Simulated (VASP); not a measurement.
# GaN (P6_3mc) in VASP: further runs

GaN is run at these levels: PBE; tasks: single point.

Program: VASP 6.6.1. These are calculated values, not measurements. Logs are shortened: lines on timing, memory, paths and dates and some standing lists are left out, and cuts for length are marked.

### 1 The cell of the first run

It takes space group P6_3mc (No. 186, hexagonal). Conventional cell: a = 3.180 Å, b = 3.180 Å, c = 5.114 Å, α = 90.00°, β = 90.00°, γ = 120.00°. Ga (site symmetry 3m) has 4 N at 1.94 Å within 2.6 Å. N (site symmetry 3m) has 4 Ga at 1.94 Å within 2.6 Å.

### 2 Single point, PBE (z stretched by -1 %, then relaxed in part)

INCAR

```
  ALGO = Normal
  EDIFF = 1E-7
  ENCUT = 520
  GGA = PE
  ISIF = 2
  ISMEAR = -1
  LASPH = True
  LCHARG = False
  LREAL = False
  LWAVE = False
  NBANDS = 26
  NELM = 100
  PREC = Accurate
  SIGMA = 0.02
```

KPOINTS

```
k-points
0
Gamma
  11 11 6
```

POSCAR

```
GaN
1.0
    3.1800000000      0.0000000000      0.0000000000
   -1.5900000000      2.7539607840      0.0000000000
    0.0000000000      0.0000000000      5.1143400000
Ga N
2 2
Direct
    0.3333333333      0.6666666667      0.0030256293
    0.6666666667      0.3333333333      0.5030256293
    0.3333333333      0.6666666667      0.3819743707
    0.6666666667      0.3333333333      0.8819743707
```

Potentials or basis: VASP PAW PBE potentials, release 64 (Ga_d, N).

The run is started by

```sh
$ cat potpaw_PBE.64/Ga_d/POTCAR potpaw_PBE.64/N/POTCAR > POTCAR
$ mpirun -np 1 vasp_std > vasp.out
```

OUTCAR:

```text
EDIFF = 1E-7
   ENCUT = 520
   GGA = PE
   ISIF = 2
   ISMEAR = -1
   LASPH = True
   LREAL = False
   NELM = 100
   PREC = Accurate

 ion  position               nearest neighbor table
   1  0.333  0.667  0.003-   4 1.94   4 1.94   4 1.94   3 1.94
   2  0.667  0.333  0.503-   3 1.94   3 1.94   3 1.94   4 1.94
   3  0.333  0.667  0.382-   2 1.94   2 1.94   2 1.94   1 1.94
   4  0.667  0.333  0.882-   1 1.94   1 1.94   1 1.94   2 1.94

  LATTYP: Found a hexagonal cell.
 ALAT       =     3.1800000000
 C/A-ratio  =     1.6082830189

  Lattice vectors:

 A1 = (   3.1800000000,   0.0000000000,   0.0000000000)
 A2 = (  -1.5900000000,   2.7539607840,   0.0000000000)
 A3 = (   0.0000000000,   0.0000000000,   5.1143400000)

Analysis of symmetry for initial positions (statically):
=====================================================================
 Subroutine PRICEL returns:
 Original cell was already a primitive cell.

 Routine SETGRP: Setting up the symmetry group for a
 hexagonal supercell.

 Subroutine GETGRP returns: Found 12 space group operations
 (whereof  6 operations were pure point group operations)
 out of a pool of 24 trial point group operations.

The static configuration has the point symmetry C_3v.
 The point group associated with its full space group is C_6v.

Analysis of symmetry for dynamics (positions and initial velocities):
=====================================================================
 Subroutine PRICEL returns:
 Original cell was already a primitive cell.

 Routine SETGRP: Setting up the symmetry group for a
 hexagonal supercell.

 Subroutine GETGRP returns: Found 12 space group operations
 (whereof  6 operations were pure point group operations)
 out of a pool of 24 trial point group operations.

The dynamic configuration has the point symmetry C_3v.
 The point group associated with its full space group is C_6v.

 Subroutine INISYM returns: Found 12 space group operations
 (whereof  6 operations are pure point group operations),
 and found     1 'primitive' translations

----------------------------------------------------------------------------------------

                                     Primitive cell

  volume of cell :      44.7893

  direct lattice vectors                    reciprocal lattice vectors
     3.180000000  0.000000000  0.000000000     0.314465409  0.181556688  0.000000000
    -1.590000000  2.753960784  0.000000000     0.000000000  0.363113377  0.000000000
     0.000000000  0.000000000  5.114340000     0.000000000  0.000000000  0.195528651

  length of vectors
     3.180000000  3.180000000  5.114340000     0.363113377  0.363113377  0.195528651

  position of ions in fractional coordinates (direct lattice)
     0.333333333  0.666666667  0.003025629
     0.666666667  0.333333333  0.503025629
     0.333333333  0.666666667  0.381974371
     0.666666667  0.333333333  0.881974371

  ion indices of the primitive-cell ions
   primitive index   ion index
                 1           1
                 2           2
                 3           3
                 4           4

----------------------------------------------------------------------------------------

 KPOINTS: k-points

Automatic generation of k-mesh.
 Grid dimensions read from file:
 generate k-points for:   11   11    6

 Generating k-lattice:

  Cartesian coordinates                     Fractional coordinates (reciprocal lattice)
     0.028587764  0.016505153  0.000000000     0.090909091  0.000000000  0.000000000
     0.000000000  0.033010307  0.000000000     0.000000000  0.090909091  0.000000000
     0.000000000  0.000000000  0.032588108     0.000000000  0.000000000  0.166666667

  Length of vectors
     0.033010307  0.033010307  0.032588108

  Shift w.r.t. Gamma in fractional coordinates (k-lattice)
     0.000000000  0.000000000  0.000000000

 Subroutine IBZKPT returns following result:
 ===========================================

 Found     64 irreducible k-points:

 Following reciprocal coordinates:
            Coordinates               Weight
  0.000000  0.000000  0.000000      1.000000
  0.090909 -0.000000  0.000000      6.000000
  0.181818 -0.000000  0.000000      6.000000
  0.272727 -0.000000  0.000000      6.000000
  0.363636 -0.000000  0.000000      6.000000
  0.454545 -0.000000  0.000000      6.000000
[... 16 lines left out ...]
  0.090909  0.090909  0.166667     12.000000
  0.181818  0.090909  0.166667     24.000000
 [... further k-points ...]
   k-points           NKPTS =     64   k-points in BZ     NKDIM =     64   number of bands    NBANDS=     26
   number of dos      NEDOS =    301   number of ions     NIONS =      4
   total plane-waves  NPLWV =  23040
   dimension x,y,z NGX =    24 NGY =   24 NGZ =   40
   dimension x,y,z NGXF=    48 NGYF=   48 NGZF=   80
   ions per type =               2   2
   NGX,Y,Z   is equivalent  to a cutoff of  12.55, 12.55, 13.00 a.u.
   NGXF,Y,Z  is equivalent  to a cutoff of  25.09, 25.09, 26.00 a.u.
 SYSTEM =  unknown system
   PREC   = accura    normal or accurate (medium, high low for compatibility)
   ISTART =      0    job   : 0-new  1-cont  2-samecut
   ICHARG =      2    charge: 1-file 2-atom 10-const
   ISPIN  =      1    spin polarized calculation?
   LNONCOLLINEAR =      F non collinear calculations
   LSORBIT =      F    spin-orbit coupling
   LASPH  =      T    aspherical Exc in radial PAW
   ENCUT  =  520.0 eV  38.22 Ry    6.18 a.u.   5.91  5.91  9.51*2*pi/ulx,y,z
   NELM   =    100;   NELMIN=  2; NELMDL= -5     # of ELM steps
   EDIFF  = 0.1E-06   stopping-criterion for ELM
   LREAL  =      F    real-space projection
   EDIFFG = 0.1E-05   stopping-criterion for IOM
   NSW    =      0    number of steps for IOM
   IBRION =     -1    ionic relax: 0-MD 1-quasi-New 2-CG
   NFREE  =      0    steps in history (QN), initial steepest desc. (CG)
   ISIF   =      2    stress and relaxation
   ISYM   =      2    0-nonsym 1-usesym 2-fastsym
   POTIM  = 0.5000    time-step for ionic-motion
   TEBEG  =    0.0;   TEEND  =   0.0 temperature during run
   PSTRESS=    0.0 pullay stress
   NELECT =      36.0000    total number of electrons
   NUPDOWN=      -1.0000    fix difference up-down
   EMIN   =  10.00;   EMAX   =-10.00  energy-range for DOS
   EFERMI =   0.00;   METHOD = LEGACY
   ISMEAR =    -1;   SIGMA  =   0.02  broadening in eV -4-tet -1-fermi 0-gaus
   EFERMI_NEDOS =   21; number of points for ismear=-14 and -15
   IALGO  =     38    algorithm
   IMIX   =      4    mixing-type and parameters
     AMIX     =   0.40;   BMIX     =  1.00
     AMIX_MAG =   1.60;   BMIX_MAG =  1.00
  volume/ion in A,a.u.               =      11.20        75.56
  Fermi-wavevector in a.u.,A,eV,Ry     =   1.522127  2.876403 31.522931  2.316870
  Thomas-Fermi vector in A             =   2.630748
   LORBIT       =      0    0 simple, 1 ext, 2 COOP (PROOUT), +10 PAW based schemes
   GGA     = PE    functional components
   LHFCALC =     F    Hartree Fock is set to
   AEXX    =    0.0000 exact exchange contribution
   IVDW    =     0    specifies the selected vdW correction
   LEPSILON=     F    determine dielectric tensor
   LRPA    =     F    only Hartree local field effects (RPA)
 non-spin polarized calculation
  energy-cutoff  :      520.00
  volume of cell :       44.79
 maximum number of plane-waves:      1220
 NGX is ok and might be reduce to    24
   NGX = 11   NGY = 11   NGZ = 19

 number of electron      36.0000002 magnetization

 Free energy of the ion-electron system (eV)
  ---------------------------------------------------
  ext. energy  EPLUGINS =         0.00000000
  ---------------------------------------------------
  free energy    TOTEN  =       -24.25835823 eV

  energy without entropy =      -24.25835823  energy(sigma->0) =      -24.25835823

 E-fermi :   5.9785     XC(G=0): -11.7753

 val. band max:        5.5468577960   @ k =   0.0000   0.0000   0.0000
 cond. band min:       7.6006493780   @ k =   0.0000   0.0000   0.0000
 fundamental gap:      2.0537915820
 Fermi energy:         5.9785301756

 k-point     1 :       0.0000    0.0000    0.0000
  band No.  band energies     occupation
      1     -10.6145      2.00000
      2      -9.6221      2.00000
      3      -7.9117      2.00000
      4      -7.9003      2.00000
      5      -7.9003      2.00000
      6      -7.8336      2.00000
[... 18 lines left out ...]
     25      17.3154      0.00000
     26      17.3154      0.00000

 k-point     2 :       0.0909   -0.0000    0.0000
  band No.  band energies     occupation
      1     -10.5310      2.00000
      2      -9.6000      2.00000
      3      -7.9056      2.00000
      4      -7.8880      2.00000
      5      -7.8730      2.00000
      6      -7.8241      2.00000
[... 18 lines left out ...]
     25      16.9856      0.00000
     26      17.5075      0.00000

 k-point     3 :       0.1818   -0.0000    0.0000
  band No.  band energies     occupation
      1     -10.3062      2.00000
      2      -9.5475      2.00000
      3      -7.8770      2.00000
      4      -7.8593      2.00000
      5      -7.8090      2.00000
      6      -7.7712      2.00000
[... 18 lines left out ...]
     25      17.1296      0.00000
     26      17.9371      0.00000

 k-point     4 :       0.2727   -0.0000    0.0000
  band No.  band energies     occupation
      1     -10.0202      2.00000
      2      -9.4937      2.00000
      3      -7.8513      2.00000
      4      -7.8344      2.00000
      5      -7.7595      2.00000
      6      -7.7115      2.00000
[... 18 lines left out ...]
     25      17.0194      0.00000
     26      18.5132      0.00000
[... 496 lines left out ...]
      1      -9.6299      2.00000
      2      -9.4455      2.00000
      3      -7.8554      2.00000
      4      -7.8102      2.00000
      5      -7.7314      2.00000
      6      -7.6988      2.00000
[... 18 lines left out ...]
     25      17.1768      0.00000
     26      19.1632      0.00000

 k-point    23 :       0.0909    0.0909    0.1667
  band No.  band energies     occupation
      1     -10.3000      2.00000
      2      -9.5874      2.00000
      3      -7.8808      2.00000
      4      -7.8656      2.00000
      5      -7.8195      2.00000
      6      -7.8144      2.00000
[... 18 lines left out ...]
     25      16.5189      0.00000
     26      17.6222      0.00000

 k-point    24 :       0.1818    0.0909    0.1667
  band No.  band energies     occupation
      1     -10.0568      2.00000
      2      -9.5259      2.00000
      3      -7.8520      2.00000
      4      -7.8417      2.00000
      5      -7.7859      2.00000
      6      -7.7613      2.00000
[... 18 lines left out ...]
     25      16.7057      0.00000
     26      18.1955      0.00000

 [... further k-points ...]
[... 5 lines left out ...]
  --------------------------------------------------------------------------------------
  -------------------------------------------------------------------------------------
  Total        2.2725548      2.2725548      3.3249179      0.0000000      0.0000000     -0.0000000
  in kB       81.2924989     81.2924989    118.9370175      0.0000000      0.0000000     -0.0000000
  external PRESSURE =      93.8406718 kB  Pullay stress =       0.0000000 kB

 VOLUME and BASIS-vectors are now :
 -----------------------------------------------------------------------------
  energy-cutoff  :      520.00
  volume of cell :       44.79
      direct lattice vectors                 reciprocal lattice vectors
     3.180000000  0.000000000  0.000000000     0.314465409  0.181556688  0.000000000
    -1.590000000  2.753960784  0.000000000     0.000000000  0.363113377  0.000000000
     0.000000000  0.000000000  5.114340000     0.000000000  0.000000000  0.195528651

 POSITION                                       TOTAL-FORCE (eV/Angst)
 -----------------------------------------------------------------------------------
     -0.00000      1.83597      0.01547        -0.000000      0.000000     -0.001388
      1.59000      0.91799      2.57264         0.000000     -0.000000     -0.001388
     -0.00000      1.83597      1.95355        -0.000000     -0.000000      0.001388
      1.59000      0.91799      4.51072        -0.000000     -0.000000      0.001388
 -----------------------------------------------------------------------------------
    total drift:                               -0.000001     -0.000001     -0.000573

  FREE ENERGIE OF THE ION-ELECTRON SYSTEM (eV)
  ---------------------------------------------------
  free  energy   TOTEN  =       -24.2583582272 eV

  energy  without entropy=      -24.2583582272  energy(sigma->0) =      -24.25835823
```

Run time: 37 s. Hardware: 1 thread of Intel Xeon 6975P-C (Granite Rapids), shared host; peak memory 0.2 GiB.

Results:

| Item | Value |
| --- | --- |
| Free energy | -24.2584 eV |
| Pressure | 9.4 GPa |
| Band gap on the k mesh | 2.05 eV, direct |

Caveat: the cell differs from its parent crystal (z stretched by -1 %, then relaxed in part).

(Part 1 of 2 ends here.)
